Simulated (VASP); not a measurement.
Input of a VASP 6.6.1 run:

Contents of INCAR:

```
PREC     = Accurate       # precision mode
ENCUT    = 520            # plane-wave cutoff, eV
EDIFF    = 1E-6           # SCF threshold, eV
ISMEAR   = 0              # smearing method
SIGMA    = 0.1            # smearing width, eV
LREAL    = F              # projectors in reciprocal space
LASPH    = T              # aspherical terms in the spheres
NELM     = 100            # most SCF steps
ALGO     = Normal         # electronic algorithm
ISIF     = 2              # what is computed and relaxed
LWAVE    = F              # write WAVECAR
LCHARG   = T              # write CHGCAR
GGA      = PE             # functional
LELF     = T              # ELF
LVHAR    = T            
NBANDS   = 26             # bands
```

Contents of KPOINTS:

```
regular mesh
0
Gamma
  4 4 4
```

Contents of POSCAR:

```
CdRe3C
1.0
    4.5907192100      0.0000000000      0.0000000000
    0.0000000000      4.5907192100      0.0000000000
    0.0000000000      0.0000000000      4.5907192100
Cd Re C
1 3 1
Direct
    0.0000000000      0.0000000000      0.0000000000
    0.5000000000      0.0000000000      0.5000000000
    0.0000000000      0.5000000000      0.5000000000
    0.5000000000      0.5000000000      0.0000000000
    0.5000000000      0.5000000000      0.5000000000
```

Potentials or basis: VASP PAW PBE potentials, release 64 (Cd, Re, C).

Command:

```sh
$ cat potpaw_PBE.64/Cd/POTCAR potpaw_PBE.64/Re/POTCAR potpaw_PBE.64/C/POTCAR > POTCAR
$ mpirun -np 1 vasp_std > vasp.out
```

Task: Predict the pressure.

Result: -40.8 GPa.
